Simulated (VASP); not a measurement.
NbSi, 2 atoms in the cell. The structure is cubic, space group Fm-3m (No. 225). Conventional cell: a = 5.148 Å, b = 5.148 Å, c = 5.148 Å, α = 90.00°, β = 90.00°, γ = 90.00°. Within 3.4 Å of Nb (site symmetry m-3m) lie 6 Si at 2.57 Å. Si (site symmetry m-3m) has 6 Nb at 2.57 Å within 3.4 Å. 

```yaml
Program: VASP 6.6.1
Task: relaxation of cell and atoms
Functional: PBEsol
Potentials_or_basis: VASP PAW PBE potentials, release 64 (Nb_sv, Si)
Cutoff: 600 eV
k_mesh: 9 × 9 × 9
Occupations: fermi-dirac, width 0.05 eV
Spin: no spin polarisation
Target_pressure: 30 GPa
Dipole_correction: no
Further_INCAR_settings: ALGO = Normal; EDIFF = 1e-06; IBRION = 2; EDIFFG = -0.01; NSW = 60; ISIF = 3
```

Potentials or basis: VASP PAW PBE potentials, release 64 (Nb_sv, Si).

The run is started by

```console
$ cat potpaw_PBE.64/Nb_sv/POTCAR potpaw_PBE.64/Si/POTCAR > POTCAR
$ mpirun -np 1 vasp_std > vasp.out
```

Hardware: 1 thread of Intel Xeon 8259CL, with other jobs on the host.

Q: Estimate the wall time of this run.

A: It took 2.4 min on 1 thread of Intel Xeon 8259CL, on a shared host, peak memory 0.19 GiB. Counts: scf iterations 50, k points 35, ion steps 5.
